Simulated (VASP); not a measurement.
# Be2P (P1) in VASP: relaxation of cell and atoms with PBE

Aim: the relaxation of cell and atoms of Be2P with PBE.

Program: VASP 6.6.1. These are calculated values, not measurements. Logs are shortened: lines on timing, memory, paths and dates and some standing lists are left out, and cuts for length are marked.

### Step 1. The cell of the first run

The typed cell holds 6 atoms: a = 3.417 Å, b = 3.400 Å, c = 8.385 Å, α = 89.54°, β = 87.57°, γ = 120.24°.

### Step 2. Relaxation of cell and atoms, PBE

INCAR reads:

```
SYSTEM = Be2P
ALGO     = Normal         ! electronic algorithm
EDIFF    = 1E-6           ! SCF threshold, eV
EDIFFG   = -0.025         ! ionic threshold
ENCUT    = 600            ! plane-wave cutoff, eV
GGA      = PE             ! functional
IBRION   = 2              ! ionic algorithm
ISIF     = 3              ! what is computed and relaxed
ISMEAR   = 0              ! smearing method
LASPH    = .TRUE.         ! aspherical terms in the spheres
LCHARG   = .FALSE.        ! write CHGCAR
LREAL    = .FALSE.        ! projectors in reciprocal space
LWAVE    = .FALSE.        ! write WAVECAR
NELM     = 80             ! most SCF steps
NSW      = 80             ! ionic steps
PREC     = Accurate       ! precision mode
SIGMA    = 0.2            ! smearing width, eV
```

KPOINTS reads:

```
k-points
0
G
  6 6 4
  0 0 0
```

POSCAR reads:

```
Be2P
1.0
    3.4159803758     -0.0028682985      0.0722225783
   -1.7104742073      2.9384106896      0.0137617332
    0.1792055827      0.1428938712      8.3823270109
Be P
4 2
Direct
    0.0071844218     -0.0186938965      0.3922722402
    0.0105000333      0.0020136483      0.8812344102
   -0.0047369098      0.0072810109      0.1125512886
   -0.0151865520      0.0037687085      0.6156448760
    0.3377079571      0.6711278161      0.4958381773
    0.3311977162      0.6678360461      0.0024590076
```

Potentials or basis: VASP PAW PBE potentials, release 64 (Be, P).

Command:

```
> cat potpaw_PBE.64/Be/POTCAR potpaw_PBE.64/P/POTCAR > POTCAR
> mpirun -np 1 vasp_std > vasp.out
```

OUTCAR:

```text
SYSTEM = Be2P
   EDIFF = 1E-6
   EDIFFG = -0.025
   ENCUT = 600
   GGA = PE
   IBRION = 2
   ISIF = 3
   ISMEAR = 0
   LASPH = .TRUE.
   LREAL = .FALSE.
   NELM = 80
   NSW = 80
   PREC = Accurate

 ion  position               nearest neighbor table
   1  0.007  0.981  0.392-   4 1.88   5 2.10   5 2.12   5 2.23   3 2.35
   2  0.011  0.002  0.881-   3 1.94   6 2.20   6 2.20   4 2.23   6 2.23
   3  0.995  0.007  0.113-   2 1.94   6 2.12   6 2.18   6 2.21   1 2.35
   4  0.985  0.004  0.616-   1 1.88   5 2.17   5 2.21   2 2.23   5 2.24
   5  0.338  0.671  0.496-   1 2.10   1 2.12   4 2.17   4 2.21   1 2.23   4 2.24
   6  0.331  0.668  0.002-   3 2.12   3 2.18   2 2.20   2 2.20   3 2.21   2 2.23

  LATTYP: Found a triclinic cell.
 ALAT       =     3.3961086147
 B/A-ratio  =     1.0011531450
 C/A-ratio  =     2.4691377549
 COS(alpha) =     0.0080218697
 COS(beta)  =     0.0507710957
 COS(gamma) =     0.4944886572

  Lattice vectors:

 A1 = (   1.7055061685,   2.9355423911,   0.0859843115)
 A2 = (  -1.7104742073,   2.9384106896,   0.0137617332)
 A3 = (   0.1792055827,   0.1428938712,   8.3823270109)

Analysis of symmetry for initial positions (statically):
=====================================================================
 Subroutine PRICEL returns:
 Original cell was already a primitive cell.

 Routine SETGRP: Setting up the symmetry group for a
 triclinic supercell.

 Subroutine GETGRP returns: Found  1 space group operations
 (whereof  1 operations were pure point group operations)
 out of a pool of  2 trial point group operations.

The static configuration has the point symmetry C_1 .

Analysis of symmetry for dynamics (positions and initial velocities):
=====================================================================
 Subroutine PRICEL returns:
 Original cell was already a primitive cell.

 Routine SETGRP: Setting up the symmetry group for a
 triclinic supercell.

 Subroutine GETGRP returns: Found  1 space group operations
 (whereof  1 operations were pure point group operations)
 out of a pool of  2 trial point group operations.

The dynamic configuration has the point symmetry C_1 .

 Subroutine INISYM returns: Found  1 space group operations
 (whereof  1 operations are pure point group operations),
 and found     1 'primitive' translations

----------------------------------------------------------------------------------------

                                     Primitive cell

  volume of cell :      84.0345

  direct lattice vectors                    reciprocal lattice vectors
     3.415980376 -0.002868299  0.072222578     0.293078993  0.170646779 -0.009174752
    -1.710474207  2.938410690  0.013761733     0.000408917  0.340585292 -0.005814714
     0.179205583  0.142893871  8.382327011    -0.002525856 -0.002029460  0.119387211

  length of vectors
     3.416744980  3.400024820  8.385460000     0.339263608  0.340635170  0.119431172

  position of ions in fractional coordinates (direct lattice)
     0.007184422  0.981306104  0.392272240
     0.010500033  0.002013648  0.881234410
     0.995263090  0.007281011  0.112551289
     0.984813448  0.003768708  0.615644876
     0.337707957  0.671127816  0.495838177
     0.331197716  0.667836046  0.002459008

  ion indices of the primitive-cell ions
   primitive index   ion index
                 1           1
                 2           2
                 3           3
                 4           4
                 5           5
                 6           6

----------------------------------------------------------------------------------------

 KPOINTS: k-points

Automatic generation of k-mesh.
 Grid dimensions read from file:
 generate k-points for:    6    6    4

 Generating k-lattice:

  Cartesian coordinates                     Fractional coordinates (reciprocal lattice)
     0.048846499  0.028441130 -0.001529125     0.166666667  0.000000000  0.000000000
     0.000068153  0.056764215 -0.000969119    -0.000000000  0.166666667 -0.000000000
    -0.000631464 -0.000507365  0.029846803     0.000000000  0.000000000  0.250000000

  Length of vectors
     0.056543935  0.056772528  0.029857793

  Shift w.r.t. Gamma in fractional coordinates (k-lattice)
     0.000000000  0.000000000  0.000000000

 Subroutine IBZKPT returns following result:
 ===========================================

 Found     76 irreducible k-points:

 Following reciprocal coordinates:
            Coordinates               Weight
  0.000000  0.000000  0.000000      1.000000
  0.166667 -0.000000 -0.000000      2.000000
  0.333333  0.000000 -0.000000      2.000000
  0.500000  0.000000  0.000000      1.000000
  0.000000  0.166667 -0.000000      2.000000
  0.166667  0.166667 -0.000000      2.000000
[... 16 lines left out ...]
  0.333333 -0.000000  0.250000      2.000000
  0.500000  0.000000  0.250000      2.000000
 [... further k-points ...]
   k-points           NKPTS =     76   k-points in BZ     NKDIM =     76   number of bands    NBANDS=     13
   number of dos      NEDOS =    301   number of ions     NIONS =      6
   total plane-waves  NPLWV =  54880
   dimension x,y,z NGX =    28 NGY =   28 NGZ =   70
   dimension x,y,z NGXF=    56 NGYF=   56 NGZF=  140
   ions per type =               4   2
   NGX,Y,Z   is equivalent  to a cutoff of  13.62, 13.69, 13.88 a.u.
   NGXF,Y,Z  is equivalent  to a cutoff of  27.25, 27.38, 27.76 a.u.
 SYSTEM =  Be2P
   PREC   = accura    normal or accurate (medium, high low for compatibility)
   ISTART =      0    job   : 0-new  1-cont  2-samecut
   ICHARG =      2    charge: 1-file 2-atom 10-const
   ISPIN  =      1    spin polarized calculation?
   LNONCOLLINEAR =      F non collinear calculations
   LSORBIT =      F    spin-orbit coupling
   LASPH  =      T    aspherical Exc in radial PAW
   ENCUT  =  600.0 eV  44.10 Ry    6.64 a.u.   6.82  6.79 16.75*2*pi/ulx,y,z
   NELM   =     80;   NELMIN=  2; NELMDL= -5     # of ELM steps
   EDIFF  = 0.1E-05   stopping-criterion for ELM
   LREAL  =      F    real-space projection
   EDIFFG = -.3E-01   stopping-criterion for IOM
   NSW    =     80    number of steps for IOM
   IBRION =      2    ionic relax: 0-MD 1-quasi-New 2-CG
   NFREE  =      1    steps in history (QN), initial steepest desc. (CG)
   ISIF   =      3    stress and relaxation
   ISYM   =      2    0-nonsym 1-usesym 2-fastsym
   POTIM  = 0.5000    time-step for ionic-motion
   TEBEG  =    0.0;   TEEND  =   0.0 temperature during run
   PSTRESS=    0.0 pullay stress
   NELECT =      18.0000    total number of electrons
   NUPDOWN=      -1.0000    fix difference up-down
   EMIN   =  10.00;   EMAX   =-10.00  energy-range for DOS
   EFERMI =   0.00;   METHOD = LEGACY
   ISMEAR =     0;   SIGMA  =   0.20  broadening in eV -4-tet -1-fermi 0-gaus
   EFERMI_NEDOS =   21; number of points for ismear=-14 and -15
   IALGO  =     38    algorithm
   IMIX   =      4    mixing-type and parameters
     AMIX     =   0.40;   BMIX     =  1.00
     AMIX_MAG =   1.60;   BMIX_MAG =  1.00
  volume/ion in A,a.u.               =      14.01        94.52
  Fermi-wavevector in a.u.,A,eV,Ry     =   0.979520  1.851023 13.054225  0.959458
  Thomas-Fermi vector in A             =   2.110379
   LORBIT       =      0    0 simple, 1 ext, 2 COOP (PROOUT), +10 PAW based schemes
   GGA     = PE    functional components
   LHFCALC =     F    Hartree Fock is set to
   AEXX    =    0.0000 exact exchange contribution
   IVDW    =     0    specifies the selected vdW correction
   LEPSILON=     F    determine dielectric tensor
   LRPA    =     F    only Hartree local field effects (RPA)
 conjugate gradient relaxation of ions
 non-spin polarized calculation
 Gauss-broadening in eV      SIGMA  =   0.20
  energy-cutoff  :      600.00
  volume of cell :       84.03
 maximum number of plane-waves:      2818
   NGX = 13   NGY = 13   NGZ = 33

--------------------------------------- Ionic step        1  -------------------------------------------

 number of electron      18.0000000 magnetization

 Free energy of the ion-electron system (eV)
  ---------------------------------------------------
  ext. energy  EPLUGINS =         0.00000000
  ---------------------------------------------------
  free energy    TOTEN  =       -24.26489028 eV

  energy without entropy =      -24.21160648  energy(sigma->0) =      -24.23824838

------------------------ aborting loop because EDIFF is reached ----------------------------------------

  FORCE on cell =-STRESS in cart. coord.  units (eV):
  Direction    XX          YY          ZZ          XY          YZ          ZX
  --------------------------------------------------------------------------------------
  -------------------------------------------------------------------------------------
  Total        0.1555471      0.5295940      2.1771603     -0.0710785     -0.3604787      0.5401534
  in kB        2.9656147     10.0970832     41.5090954     -1.3551611     -6.8727805     10.2984050
  external PRESSURE =      18.1905977 kB  Pullay stress =       0.0000000 kB
[... 101 lines left out ...]
  FREE ENERGIE OF THE ION-ELECTRON SYSTEM (eV)
  ---------------------------------------------------
  free  energy   TOTEN  =       -24.3672564553 eV

  energy  without entropy=      -24.3075410192  energy(sigma->0) =      -24.33739874

 E-fermi :   5.7555     XC(G=0):  -9.8476

 val. band max:        5.6701552240   @ k =   0.3333   0.3333   0.5000
 cond. band min:       5.7617562664   @ k =   0.3333   0.1667   0.2500
 fundamental gap:      0.0916010424
 Fermi energy:         5.7554936512

 k-point     1 :       0.0000    0.0000    0.0000
  band No.  band energies     occupation
      1      -7.4748      2.00000
      2      -6.8629      2.00000
      3      -1.5642      2.00000
      4       2.8504      2.00000
      5       3.1298      2.00000
      6       4.5990      2.00000
      7       4.8356      2.00000
      8       5.0236      2.00000
      9       5.1757      1.99996
     10       9.0519      0.00000
     11       9.2354      0.00000
     12       9.3445      0.00000
     13       9.7770      0.00000
[... 356 lines left out ...]
      2      -5.0161      2.00000
      3      -1.5692      2.00000
      4      -1.4874      2.00000
      5       1.5840      2.00000
      6       1.7399      2.00000
      7       2.7527      2.00000
      8       3.1215      2.00000
      9       5.2592      1.99955
     10       5.8929      0.33131
     11       7.3987      0.00000
     12       7.5756      0.00000
     13       8.7090      0.00000

 [... further k-points ...]

[... ionic steps 4 to 33 ...]

--------------------------------------- Ionic step       34  -------------------------------------------

 number of electron      18.0000001 magnetization

------------------------ aborting loop because EDIFF is reached ----------------------------------------
[... 75 lines left out ...]
--------------------------------------- Ionic step       36  -------------------------------------------

 number of electron      18.0000001 magnetization

 Free energy of the ion-electron system (eV)
  ---------------------------------------------------
  ext. energy  EPLUGINS =         0.00000000
  ---------------------------------------------------
  free energy    TOTEN  =       -25.58785862 eV

  energy without entropy =      -25.54487481  energy(sigma->0) =      -25.56636671

 E-fermi :   6.8183     XC(G=0): -10.2807

 val. band max:        6.8158668951   @ k =   0.1667  -0.0000  -0.0000
 cond. band min:       6.8628142517   @ k =   0.3333   0.0000   0.5000
 fundamental gap:      0.0469473566
 Fermi energy:         6.8183499368

 k-point     1 :       0.0000    0.0000    0.0000
  band No.  band energies     occupation
      1      -6.9276      2.00000
      2      -5.8270      2.00000
      3      -1.3923      2.00000
      4       3.5034      2.00000
      5       5.2570      2.00000
      6       5.3494      2.00000
      7       5.9131      2.00000
      8       6.0620      2.00000
      9       6.0699      2.00000
     10      10.0094      0.00000
     11      10.0862      0.00000
     12      10.1071      0.00000
     13      10.2376      0.00000
[... 401 lines left out ...]
  FREE ENERGIE OF THE ION-ELECTRON SYSTEM (eV)
  ---------------------------------------------------
  free  energy   TOTEN  =       -25.5878586191 eV

  energy  without entropy=      -25.5448748084  energy(sigma->0) =      -25.56636671

 reached required accuracy - stopping structural energy minimisation
```

Wall time 17 min (1 thread of Intel Xeon 6975P-C (Granite Rapids), shared host); peak memory 0.28 GiB.

Results:

| Property | Result |
| --- | --- |
| Free energy | -25.5879 eV |
| Relaxed volume | 11.59 Å³/atom |
| Relaxed cell | a = 3.434 Å, b = 3.431 Å, c = 7.844 Å, α = 89.98°, β = 64.53°, γ = 119.92° |
| Space group after relaxing (to 0.1 Å) | R3m (No. 160) |
| Energy gained by relaxing | 220.5 meV/atom |
| Ionic steps | 36 |
| Pressure after relaxing | 0.0 GPa |
| Largest force after relaxing | 0.019 eV/Å |
| Band gap on the k mesh | zero (bands 9 and 10 overlap by 3.52 eV) |

Forces in eV/Å, atoms in the order of the input:
```
Be  -0.006  0.003  0.007
Be  -0.001  0.002 -0.004
Be   0.012 -0.006  0.001
Be   0.000  0.019  0.001
P    0.003 -0.002 -0.003
P   -0.008 -0.016 -0.001
```

The path:
| step | energy change (eV) | largest force (eV/Å) | pressure (GPa) | volume (Å³) |
| --- | --- | --- | --- | --- |
| 1 | 0.0000 | 1.4719 | 1.82 | 84.03 |
| 2 | -0.0998 | 0.3183 | -1.47 | 85.97 |
| 3 | -0.1024 | 0.2449 | -1.03 | 85.69 |
| 4 | -0.1209 | 0.1887 | -0.37 | 84.76 |
| 5 | -0.1355 | 0.2341 | 0.93 | 83.13 |
| 6 | -0.1515 | 0.2059 | 0.50 | 83.35 |
| 7 | -0.1771 | 0.3355 | -0.66 | 83.95 |
| 8 | -0.1913 | 0.3500 | -0.72 | 83.83 |
| 9 | -0.2285 | 0.4996 | -0.92 | 83.42 |
| 10 | -0.2560 | 1.0843 | -1.45 | 82.41 |
| 11 | -0.2652 | 1.0921 | -1.54 | 82.20 |
| 12 | -0.2877 | 1.1251 | -1.82 | 81.54 |
| 13 | -0.3071 | 1.2266 | -2.29 | 80.14 |
| 14 | -0.3559 | 1.0510 | -2.18 | 79.39 |
| 15 | -0.4678 | 0.5843 | -1.71 | 77.15 |
| 16 | -0.5680 | 0.9329 | 0.03 | 72.76 |
| 17 | -0.6438 | 0.8366 | 0.42 | 71.56 |
| 18 | -0.8115 | 0.7323 | 2.80 | 67.92 |
| 19 | -0.8088 | 0.8715 | 4.64 | 66.50 |
| 20 | -0.8177 | 0.7472 | 3.47 | 67.35 |
| 21 | -0.9321 | 0.7781 | 2.90 | 67.26 |
| 22 | -0.9462 | 0.8728 | 3.00 | 67.18 |
| 23 | -1.0540 | 0.5926 | 0.82 | 68.47 |
| 24 | -1.1410 | 0.4589 | -2.56 | 71.04 |
| 25 | -1.2333 | 0.3735 | -1.18 | 70.34 |
| 26 | -1.2796 | 0.3609 | 0.81 | 69.46 |
| 27 | -1.2800 | 0.3800 | 1.08 | 69.35 |
| 28 | -1.3063 | 0.1453 | -0.02 | 70.00 |
| 29 | -1.3089 | 0.1631 | -0.44 | 70.28 |
| 30 | -1.3170 | 0.0969 | -0.23 | 70.05 |
| 31 | -1.3181 | 0.1240 | -0.13 | 69.94 |
| 32 | -1.3212 | 0.0470 | 0.01 | 69.73 |
| 33 | -1.3215 | 0.0507 | 0.07 | 69.64 |
| 34 | -1.3226 | 0.0343 | -0.03 | 69.64 |
| 35 | -1.3227 | 0.0413 | -0.07 | 69.64 |
| 36 | -1.3230 | 0.0187 | 0.03 | 69.55 |

Final structure:
```
Be P
1.0
     3.35848   -0.01255    0.71793
    -1.74605    2.95330    0.03386
     1.83664    1.00163    7.55987
Be P
4 2
Direct
  0.19140 0.09552 0.35590
  0.19233 0.09653 0.85610
  0.78196 0.89359 0.16277
  0.78139 0.88775 0.66266
  0.35898 0.67880 0.48133
  0.36061 0.68114 0.98124
```

Caveat: the volume moved by over 15 % at a fixed basis, so the end points are rough.

The gap in the log of VASP goes by the Fermi energy; the results here count the filled bands.